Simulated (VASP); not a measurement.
Runs of VASP 6.6.1 on Au. The structure is that of space group Fm-3m (No. 225), or close to it. The cells are those of the table. 

| task | cell | k mesh | cutoff (eV) | gap on the mesh (eV) | pressure (GPa) | relaxed volume (Å³/atom) |
| --- | --- | --- | --- | --- | --- | --- |
| single point | a = 2.950 Å, angles 60.0°, 1 atom | 8 × 8 × 8 | 520 | none | -12.4 | - |
| relaxation of cell and atoms | relaxed from a = 2.950 Å, angles 60.0°, 1 atom | 8 × 8 × 8 | 600 | none | -0.2 | 16.73 |
| single point | a = 2.869 Å, angles 60.0°, 1 atom | 8 × 8 × 8 | 520 | none | (a) | - |
| relaxation of cell and atoms | relaxed from a = 2.869 Å, angles 60.0°, 1 atom | 18 × 18 × 18 | 600 | none | 0.0 | 16.64 |
| single point | a = 2.863 Å, angles 60.0°, 1 atom | 18 × 18 × 18 | 520 | none | (b) | - |

Alike in all rows: level LDA; potentials or basis VASP PAW LDA potentials, release 64 (Au); no spin polarisation; smearing gaussian 0.1 eV.

Problem. Fill in the values left out.

Solution. (a) 0.1; (b) 0.5.

Caveats: spin-orbit coupling is left out, which moves the levels of the heavy elements.

A k mesh can miss the band edges, and the runs leave out spin-orbit coupling on Au.

A gap of «none» marks levels without a gap at the run's occupations.
